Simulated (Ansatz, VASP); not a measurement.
# Nb in VASP and in Ansatz

```
Nb
1.0
     2.68411    0.00000    0.00000
     0.00000    2.68411    0.00000
     0.00000    0.00000    2.68411
Nb
1
Cartesian
  0.0000 0.0000 0.0000
```

Alike in both runs: functional PBEsol; k mesh 20 × 20 × 20; occupations gaussian, width 0.1 eV; no spin polarisation.

Ansatz relaxed the structure, and its values are those at the end. VASP's run is a single point on that final structure, the one shown.

|  | VASP | Ansatz |
| --- | --- | --- |
| version | VASP 6.6.1 | Ansatz 0.2.0 |
| potentials or method | VASP PAW PBE potentials, release 64 (Nb_sv), cutoff 500 eV | scalar-relativistic, plane waves, PAW |
| valence electrons in the cell | 13 | 13 |

```csv
,VASP,Ansatz,Ansatz less VASP
gap on the k mesh at the Fermi level (eV),none,none,-
pressure (GPa),-0.2,0.0,+0.18
```

VASP's potentials were made for PBE, not for PBEsol. A gap of «none» marks a metal or a gap that the smearing closes.
